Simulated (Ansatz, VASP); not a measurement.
# Ir: VASP beside Ansatz

The input INCAR:

```
ALGO = Normal ; EDIFF = 1E-7
ENCUT = 520 ; GGA = CA
ISIF = 2 ; ISMEAR = -1
LASPH = T ; LCHARG = F
LREAL = F ; LWAVE = F
NBANDS = 10 ; NELM = 60
PREC = Accurate ; SIGMA = 0.08
```

KPOINTS

```
k-points
0
Gamma
  19 19 19
```

The input POSCAR:

```
Ir
1.0
    0.0000000000      1.7082544289      1.7082544289
    1.7082544289      0.0000000000      1.7082544289
    1.7082544289      1.7082544289      0.0000000000
Ir
1
Direct
    0.0000000000      0.0000000000      0.0000000000
```

Input for Ansatz:

```yaml
crystal:
  lattice:
    - [0.0, 1.7082544289, 1.7082544289]
    - [1.7082544289, 0.0, 1.7082544289]
    - [1.7082544289, 1.7082544289, 0.0]
  atoms:
    - { symbol: Ir, position: [0.0, 0.0, 0.0] }
kpoints:
  mp_grid: { grid: [19, 19, 19] }
scf:
  occupations: { method: fermi_dirac, width: 0.08 }
hamiltonian:
  xc: lda
  pseudopotentials: { kind: paw }
output:
  forces: true
  stress: true
  eigenvalues: true
  populations: true
```

Change from the starting cell: volume scaled by 0.72, PAW files.

Alike in both runs: task single point; functional LDA; k mesh 19 × 19 × 19; occupations fermi-dirac, width 0.08 eV; no spin polarisation.

|  | VASP | Ansatz |
| --- | --- | --- |
| version | VASP 6.6.1 | Ansatz 0.2.0 |
| potentials or method | VASP PAW LDA potentials, release 64 (Ir) | PAW with Ansatz's default frozen-core files, scalar-relativistic |
| plane-wave cutoff (eV) | 520 | 420 |
| valence electrons in the cell | 9 | 17 |

|  | VASP | Ansatz | Ansatz less VASP |
| --- | --- | --- | --- |
| pressure (GPa) | 306.5 | 295.1 | -11.41 |

LDA's correlation is that of Perdew and Zunger in VASP and of Perdew and Wang (1992) in Ansatz. Both programs put the cell under a high pressure, so it lies far from rest at this level. VASP's potentials hold 9 valence electrons a cell and Ansatz's 17, so a difference there can come from the potentials and not from the codes.

Neither program's run includes spin-orbit coupling. Noted on VASP's run: the cell as given lies far from equilibrium.
